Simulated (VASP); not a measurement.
# Ge in VASP: notebook

Ge is run at these levels: PBEsol; tasks: single point.

All numbers are computed with VASP 6.6.1; they aren't measurements. Logs are shortened: lines on timing, memory, paths and dates and some standing lists are left out, and cuts for length are marked.

### Step 1. The cell of the first run

The typed cell holds 2 atoms: a = 3.762 Å, b = 3.762 Å, c = 3.762 Å, α = 97.34°, β = 97.35°, γ = 138.11°.

### Step 2. Single point, PBEsol

INCAR reads:

```
PREC = Accurate ; ENCUT = 520
EDIFF = 1E-6 ; ISMEAR = -1
SIGMA = 0.05 ; LREAL = False
LASPH = True ; NELM = 60
ALGO = Normal ; ISIF = 2
LWAVE = False ; LCHARG = False
GGA = PS ; NBANDS = 21
```

KPOINTS reads:

```
regular mesh
0
Gamma
  11 11 11
```

POSCAR reads:

```
Ge
1.0
   -2.4847619372      2.4845085707      1.3450604586
    2.4847619372     -2.4845085707      1.3450604586
    2.4847619372      2.4845085707     -1.3450604586
Ge
2
Direct
    0.3750716700      0.1250716700      0.2500000000
    0.6249283300      0.8749283300      0.7500000000
```

Potentials or basis: VASP PAW PBE potentials, release 64 (Ge_d).

Command:

```console
> cat potpaw_PBE.64/Ge_d/POTCAR > POTCAR
> mpirun -np 1 vasp_std > vasp.out
```

OUTCAR:

```text
PREC = Accurate
   ENCUT = 520
   EDIFF = 1E-6
   ISMEAR = -1
   LREAL = False
   LASPH = True
   NELM = 60
   ISIF = 2
   GGA = PS

 ion  position               nearest neighbor table
   1  0.375  0.125  0.250-   2 2.57   2 2.57   2 2.57   2 2.57
   2  0.625  0.875  0.750-   1 2.57   1 2.57   1 2.57   1 2.57

  LATTYP: Found a body centered orthorhombic cell.
 ALAT       =     2.6901209172
 B/A-ratio  =     1.8471352383
 C/A-ratio  =     1.8473236064

  Lattice vectors:

 A1 = (  -2.4847619372,   2.4845085707,  -1.3450604586)
 A2 = (  -2.4847619372,  -2.4845085707,   1.3450604586)
 A3 = (   2.4847619372,   2.4845085707,   1.3450604586)

Analysis of symmetry for initial positions (statically):
=====================================================================
 Subroutine PRICEL returns:
 Original cell was already a primitive cell.

 Routine SETGRP: Setting up the symmetry group for a
 body centered orthorhombic supercell.

 Subroutine GETGRP returns: Found  8 space group operations
 (whereof  4 operations were pure point group operations)
 out of a pool of  8 trial point group operations.

The static configuration has the point symmetry C_2h.
 The point group associated with its full space group is D_2h.

Analysis of symmetry for dynamics (positions and initial velocities):
=====================================================================
 Subroutine PRICEL returns:
 Original cell was already a primitive cell.

 Routine SETGRP: Setting up the symmetry group for a
 body centered orthorhombic supercell.

 Subroutine GETGRP returns: Found  8 space group operations
 (whereof  4 operations were pure point group operations)
 out of a pool of  8 trial point group operations.

The dynamic configuration has the point symmetry C_2h.
 The point group associated with its full space group is D_2h.

 Subroutine INISYM returns: Found  8 space group operations
 (whereof  4 operations are pure point group operations),
 and found     1 'primitive' translations

----------------------------------------------------------------------------------------

                                     Primitive cell

  volume of cell :      33.2145

  direct lattice vectors                    reciprocal lattice vectors
    -2.484761937  2.484508571  1.345060459     0.000000000  0.201247042  0.371730502
     2.484761937 -2.484508571  1.345060459     0.201226521  0.000000000  0.371730502
     2.484761937  2.484508571 -1.345060459     0.201226521  0.201247042  0.000000000

  length of vectors
     3.762447655  3.762447655  3.762447655     0.422710230  0.422700460  0.284591786

  position of ions in fractional coordinates (direct lattice)
     0.375071670  0.125071670  0.250000000
     0.624928330  0.874928330  0.750000000

  ion indices of the primitive-cell ions
   primitive index   ion index
                 1           1
                 2           2

----------------------------------------------------------------------------------------

 KPOINTS: regular mesh

Automatic generation of k-mesh.
 Grid dimensions read from file:
 generate k-points for:   11   11   11

 Generating k-lattice:

  Cartesian coordinates                     Fractional coordinates (reciprocal lattice)
     0.000000000  0.018295186  0.033793682     0.090909091  0.000000000  0.000000000
     0.018293320  0.000000000  0.033793682     0.000000000  0.090909091 -0.000000000
     0.018293320  0.018295186  0.000000000     0.000000000 -0.000000000  0.090909091

  Length of vectors
     0.038428203  0.038427315  0.025871981

  Shift w.r.t. Gamma in fractional coordinates (k-lattice)
     0.000000000  0.000000000  0.000000000

 Subroutine IBZKPT returns following result:
 ===========================================

 Found    216 irreducible k-points:

 Following reciprocal coordinates:
            Coordinates               Weight
  0.000000  0.000000  0.000000      1.000000
  0.090909  0.000000  0.000000      4.000000
  0.181818  0.000000  0.000000      4.000000
  0.272727 -0.000000  0.000000      4.000000
  0.363636  0.000000  0.000000      4.000000
  0.454545 -0.000000  0.000000      4.000000
[... 16 lines left out ...]
  0.454545  0.181818  0.000000      8.000000
 -0.454545  0.181818 -0.000000      8.000000
 [... further k-points ...]
   k-points           NKPTS =    216   k-points in BZ     NKDIM =    216   number of bands    NBANDS=     21
   number of dos      NEDOS =    301   number of ions     NIONS =      2
   total plane-waves  NPLWV =  21952
   dimension x,y,z NGX =    28 NGY =   28 NGZ =   28
   dimension x,y,z NGXF=    56 NGYF=   56 NGZF=   56
   ions per type =               2
   NGX,Y,Z   is equivalent  to a cutoff of  12.37, 12.37, 12.37 a.u.
   NGXF,Y,Z  is equivalent  to a cutoff of  24.74, 24.74, 24.74 a.u.
 SYSTEM =  unknown system
   PREC   = accura    normal or accurate (medium, high low for compatibility)
   ISTART =      0    job   : 0-new  1-cont  2-samecut
   ICHARG =      2    charge: 1-file 2-atom 10-const
   ISPIN  =      1    spin polarized calculation?
   LNONCOLLINEAR =      F non collinear calculations
   LSORBIT =      F    spin-orbit coupling
   LASPH  =      T    aspherical Exc in radial PAW
   ENCUT  =  520.0 eV  38.22 Ry    6.18 a.u.   7.00  7.00  7.00*2*pi/ulx,y,z
   NELM   =     60;   NELMIN=  2; NELMDL= -5     # of ELM steps
   EDIFF  = 0.1E-05   stopping-criterion for ELM
   LREAL  =      F    real-space projection
   EDIFFG = 0.1E-04   stopping-criterion for IOM
   NSW    =      0    number of steps for IOM
   IBRION =     -1    ionic relax: 0-MD 1-quasi-New 2-CG
   NFREE  =      0    steps in history (QN), initial steepest desc. (CG)
   ISIF   =      2    stress and relaxation
   ISYM   =      2    0-nonsym 1-usesym 2-fastsym
   POTIM  = 0.5000    time-step for ionic-motion
   TEBEG  =    0.0;   TEEND  =   0.0 temperature during run
   PSTRESS=    0.0 pullay stress
   NELECT =      28.0000    total number of electrons
   NUPDOWN=      -1.0000    fix difference up-down
   EMIN   =  10.00;   EMAX   =-10.00  energy-range for DOS
   EFERMI =   0.00;   METHOD = LEGACY
   ISMEAR =    -1;   SIGMA  =   0.05  broadening in eV -4-tet -1-fermi 0-gaus
   EFERMI_NEDOS =   21; number of points for ismear=-14 and -15
   IALGO  =     38    algorithm
   IMIX   =      4    mixing-type and parameters
     AMIX     =   0.40;   BMIX     =  1.00
     AMIX_MAG =   1.60;   BMIX_MAG =  1.00
  volume/ion in A,a.u.               =      16.61       112.07
  Fermi-wavevector in a.u.,A,eV,Ry     =   1.546507  2.922474 32.540824  2.391683
  Thomas-Fermi vector in A             =   2.651733
   LORBIT       =      0    0 simple, 1 ext, 2 COOP (PROOUT), +10 PAW based schemes
   GGA     = PS    functional components
   LHFCALC =     F    Hartree Fock is set to
   AEXX    =    0.0000 exact exchange contribution
   IVDW    =     0    specifies the selected vdW correction
   LEPSILON=     F    determine dielectric tensor
   LRPA    =     F    only Hartree local field effects (RPA)
 non-spin polarized calculation
  energy-cutoff  :      520.00
  volume of cell :       33.21
 maximum number of plane-waves:       912
   NGX = 13   NGY = 13   NGZ = 13

 number of electron      27.9999984 magnetization

 Free energy of the ion-electron system (eV)
  ---------------------------------------------------
  ext. energy  EPLUGINS =         0.00000000
  ---------------------------------------------------
  free energy    TOTEN  =        -9.43912131 eV

  energy without entropy =       -9.43230768  energy(sigma->0) =       -9.43571449

 E-fermi :   8.0002     XC(G=0): -12.0347

 val. band max:        7.9514465263   @ k =   0.0000   0.3636  -0.0000
 cond. band min:       8.0265541861   @ k =   0.0000   0.2727   0.0000
 fundamental gap:      0.0751076598
 Fermi energy:         8.0001860195

 k-point     1 :       0.0000    0.0000    0.0000
  band No.  band energies     occupation
      1     -16.8708      2.00000
      2     -16.8093      2.00000
      3     -16.7759      2.00000
      4     -16.7705      2.00000
      5     -16.6185      2.00000
      6     -16.6183      2.00000
[... 13 lines left out ...]
     20      20.0654      0.00000
     21      21.0805      0.00000

 k-point     2 :       0.0909    0.0000    0.0000
  band No.  band energies     occupation
      1     -16.8664      2.00000
      2     -16.7942      2.00000
      3     -16.7697      2.00000
      4     -16.7516      2.00000
      5     -16.6314      2.00000
      6     -16.6295      2.00000
[... 13 lines left out ...]
     20      19.8952      0.00000
     21      20.4517      0.00000

 k-point     3 :       0.1818    0.0000    0.0000
  band No.  band energies     occupation
      1     -16.8531      2.00000
      2     -16.7573      2.00000
      3     -16.7531      2.00000
      4     -16.7102      2.00000
      5     -16.6573      2.00000
      6     -16.6391      2.00000
[... 13 lines left out ...]
     20      18.1462      0.00000
     21      19.0734      0.00000

 k-point     4 :       0.2727   -0.0000    0.0000
  band No.  band energies     occupation
      1     -16.8351      2.00000
      2     -16.7345      2.00000
      3     -16.7272      2.00000
      4     -16.6948      2.00000
      5     -16.6825      2.00000
      6     -16.6380      2.00000
[... 13 lines left out ...]
     20      16.7989      0.00000
     21      19.5758      0.00000

 k-point     5 :       0.3636    0.0000    0.0000
  band No.  band energies     occupation
      1     -16.8204      2.00000
      2     -16.7358      2.00000
      3     -16.7239      2.00000
      4     -16.7128      2.00000
      5     -16.6831      2.00000
      6     -16.6549      2.00000
[... 13 lines left out ...]
     20      17.0076      0.00000
     21      20.8619      0.00000
[... 382 lines left out ...]
     20      18.3880      0.00000
     21      19.4312      0.00000

 k-point    22 :       0.3636    0.1818   -0.0000
  band No.  band energies     occupation
      1     -16.8158      2.00000
      2     -16.7563      2.00000
      3     -16.7308      2.00000
      4     -16.6896      2.00000
      5     -16.6846      2.00000
      6     -16.6473      2.00000
[... 13 lines left out ...]
     20      19.8763      0.00000
     21      20.2037      0.00000

 k-point    23 :       0.4545    0.1818    0.0000
  band No.  band energies     occupation
      1     -16.8043      2.00000
      2     -16.7502      2.00000
      3     -16.7355      2.00000
      4     -16.6904      2.00000
      5     -16.6767      2.00000
      6     -16.6436      2.00000
[... 13 lines left out ...]
     20      19.1886      0.00000
     21      20.2615      0.00000

 k-point    24 :      -0.4545    0.1818   -0.0000
  band No.  band energies     occupation
      1     -16.8048      2.00000
      2     -16.7412      2.00000
      3     -16.7329      2.00000
      4     -16.7010      2.00000
      5     -16.6707      2.00000
      6     -16.6446      2.00000
[... 13 lines left out ...]
     20      18.8414      0.00000
     21      19.5091      0.00000

 [... further k-points ...]

------------------------ aborting loop because EDIFF is reached ----------------------------------------

  FORCE on cell =-STRESS in cart. coord.  units (eV):
  Direction    XX          YY          ZZ          XY          YZ          ZX
  --------------------------------------------------------------------------------------
  -------------------------------------------------------------------------------------
  Total        2.0539785      2.0569374      2.0663505      0.0000000     -0.0000000      0.0000000
  in kB       99.0784945     99.2212228     99.6752858      0.0000000     -0.0000000      0.0000000
  external PRESSURE =      99.3250011 kB  Pullay stress =       0.0000000 kB

 VOLUME and BASIS-vectors are now :
 -----------------------------------------------------------------------------
  energy-cutoff  :      520.00
  volume of cell :       33.21
      direct lattice vectors                 reciprocal lattice vectors
    -2.484761937  2.484508571  1.345060459     0.000000000  0.201247042  0.371730502
     2.484761937 -2.484508571  1.345060459     0.201226521  0.000000000  0.371730502
     2.484761937  2.484508571 -1.345060459     0.201226521  0.201247042  0.000000000

 POSITION                                       TOTAL-FORCE (eV/Angst)
 -----------------------------------------------------------------------------------
      0.00000      1.24225      0.33646         0.000000     -0.000000      0.000070
      2.48476      1.24225      1.00860        -0.000000      0.000000     -0.000070
 -----------------------------------------------------------------------------------
    total drift:                                0.000000      0.000000      0.000000

  FREE ENERGIE OF THE ION-ELECTRON SYSTEM (eV)
  ---------------------------------------------------
  free  energy   TOTEN  =        -9.4391213073 eV

  energy  without entropy=       -9.4323076775  energy(sigma->0) =       -9.43571449
```

Wall time 42 s (1 thread of Intel Xeon 6975P-C (Granite Rapids), shared host); peak memory 0.24 GiB.

Results:

- Free energy: -9.4391 eV
- Pressure: 9.9 GPa
- Band gap on the k mesh: zero (band 14 reaches 9.98 eV, above the bottom of band 15 at 4.52 eV)

Caveat: the PAW data sets were made with another functional, which shifts forces and pressure a little.

### Step 3. Single point, PBEsol

This run uses another cell than the first one, of 17.38 Å³/atom, 1.046 times its volume.

INCAR reads:

```
SYSTEM = Ge
  PREC = Accurate
  ENCUT = 520
  EDIFF = 1E-6
  ISMEAR = -1
  SIGMA = 0.05
  LREAL = .FALSE.
  LASPH = .TRUE.
  NELM = 60
  ALGO = Normal
  ISIF = 2
  LWAVE = .FALSE.
  LCHARG = .TRUE.
  GGA = PS
  LELF = .TRUE.
  LVHAR = .TRUE.
  NBANDS = 21
```

KPOINTS reads:

```
Automatic mesh
0
G
  11 11 11
  0 0 0
```

POSCAR reads:

```
Ge
1.0
   -2.5216246283      2.5218263105      1.3664022784
    2.5216246283     -2.5218263105      1.3664022784
    2.5216246283      2.5218263105     -1.3664022784
Ge
2
Direct
    0.3747993046      0.1247993046      0.2500000000
    0.6252006954      0.8752006954      0.7500000000
```

Potentials or basis: VASP PAW PBE potentials, release 64 (Ge_d).

Command:

```console
> cat potpaw_PBE.64/Ge_d/POTCAR > POTCAR
> mpirun -np 1 vasp_std > vasp.out
```

It took 45 s on 1 thread of Intel Xeon 6975P-C (Granite Rapids), shared host; peak memory 0.24 GiB.

The run converged. Its results:

```yaml
Free_energy: -9.5111 eV
Pressure: 4.9 GPa
Band_gap_on_the_k_mesh: zero (band 14 reaches 9.30 eV, above the bottom of band 15 at 4.15 eV)
```

Levels at points of the mesh, in eV from the Fermi level:
```
           k point  band 10  band 11  band 12  band 13  band 14  band 15  band 16  band 17  band 18  band 19
(0.00, 0.00, 0.00)   -24.41   -13.94    -3.92    -2.59    -2.59     3.04     7.96     7.96     8.65     8.89
```

Caveat: the PAW data sets were made with another functional, which shifts forces and pressure a little.

### Step 4. Single point, PBEsol

This run uses another cell than the first one, of 17.94 Å³/atom, 1.080 times its volume.

INCAR reads:

```
SYSTEM = Ge
PREC = Accurate
ENCUT = 520
EDIFF = 1E-6
ISMEAR = -1
SIGMA = 0.05
LREAL = .False.
LASPH = .True.
NELM = 80
ALGO = Normal
ISIF = 2
LWAVE = .False.
LCHARG = .False.
GGA = PS
NBANDS = 21
```

KPOINTS reads:

```
regular mesh
0
Gamma
  11 11 11
  0 0 0
```

POSCAR reads:

```
Ge
1.0
   -2.5493632898      2.5487100644      1.3806586651
    2.5493632898     -2.5487100644      1.3806586651
    2.5493632898      2.5487100644     -1.3806586651
Ge
2
Direct
    0.3753168158      0.1253168158      0.2500000000
    0.6246831842      0.8746831842      0.7500000000
```

Command:

```console
> cat potpaw_PBE.64/Ge_d/POTCAR > POTCAR
> mpirun -np 1 vasp_std > vasp.out
```

Wall time 56 s (1 thread of Intel Xeon 6975P-C (Granite Rapids), shared host); peak memory 0.26 GiB.

Results (log left out):

```yaml
Free_energy: -9.5359 eV
Pressure: 1.9 GPa
Band_gap_on_the_k_mesh: zero (band 14 reaches 8.82 eV, above the bottom of band 15 at 3.91 eV)
```

Levels at points of the mesh, in eV from the Fermi level:
| k point | band 12 | band 13 | band 14 | band 15 | band 16 | band 17 |
| --- | --- | --- | --- | --- | --- | --- |
| (0.00, 0.00, 0.00) | -4.02 | -2.48 | -2.48 | 3.13 | 7.75 | 7.75 |

Caveat: the PAW data sets were made with another functional, which shifts forces and pressure a little.

### Step 5. Summary

```tsv
cell	gap on the mesh (eV)	pressure (GPa)
a = 3.762 Å, angles 97.3, 97.3, 138.1°, 2 atoms	none	9.9
a = 3.819 Å, angles 97.4, 97.4, 138.1°, 2 atoms	none	4.9
a = 3.860 Å, angles 97.3, 97.4, 138.1°, 2 atoms	none	1.9
```

Alike in all rows: task single point; level PBEsol; potentials or basis VASP PAW PBE potentials, release 64 (Ge_d); no spin polarisation; k mesh 11 × 11 × 11; cutoff (eV) 520; smearing fermi-dirac 0.05 eV.

Caveats: the PAW data sets were made with another functional, which shifts forces and pressure a little.

Total energies depend on the potentials used, so only differences within one code and one set of settings carry meaning.
